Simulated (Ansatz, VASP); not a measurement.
# Re in VASP and in Ansatz

Contents of INCAR:

```
ALGO = Normal ; EDIFF = 1E-7
EDIFFG = -0.01 ; ENCUT = 500
GGA = RE ; GGA_COMPAT = F
IBRION = 2 ; ISIF = 3
ISMEAR = -1 ; LASPH = T
LCHARG = F ; LREAL = F
LWAVE = F ; NELM = 120
NELMIN = 4 ; NSW = 80
PREC = Accurate ; SIGMA = 0.1
```

The input KPOINTS:

```
k-points
0
Gamma
  12 12 12
```

POSCAR

```
Re
1.0
    2.5141111682      0.0000000000      0.0000000000
    0.0000000000      2.5141111682      0.0000000000
    0.0000000000      0.0000000000      2.5141111682
Re
1
Direct
    0.0000000000      0.0000000000      0.0000000000
```

Input for Ansatz:

```yaml
crystal:
  lattice:
    - [2.5141111682, 0.0, 0.0]
    - [0.0, 2.5141111682, 0.0]
    - [0.0, 0.0, 2.5141111682]
  atoms:
    - { symbol: Re, position: [0.0, 0.0, 0.0] }
hamiltonian:
  xc: revpbe
  pseudopotentials:
    kind: paw
    azcp:
      Re: "pseudopotentials/Re.paw.azcp"
basis:
  ecutwfc: 420
  fft_grid_basis: typed
kpoints:
  mp_grid: { grid: [12, 12, 12], shift: [0, 0, 0] }
magnetization:
  spin_polarized: false
scf:
  occupations: { method: fermi_dirac, width: 0.1 }
relax:
  max_steps: 60
  f_tol: 0.01
  cell: {}
```

Alike in both runs: task relaxation of cell and atoms; functional revPBE; k mesh 12 × 12 × 12; occupations fermi-dirac, width 0.1 eV; no spin polarisation.

```csv
,VASP,Ansatz
version,VASP 6.6.1,Ansatz 0.2.0
potentials or method,"VASP PAW PBE potentials, release 64 (Re_sv_GW), cutoff 500 eV","plane waves (420 eV) with PAW, scalar-relativistic"
valence electrons in the cell,15,15
```

VASP gave:

* relaxed volume (Å³/atom): 17.17
* relaxed cell length with the largest relative difference (Å): 2.580

Task: Estimate Ansatz's values.

Result: Relaxed volume (Å³/atom): 17.34; relaxed cell length with the largest relative difference (Å): 2.588.

VASP's potentials were made for PBE, not for revPBE.

Spin-orbit coupling is off throughout.
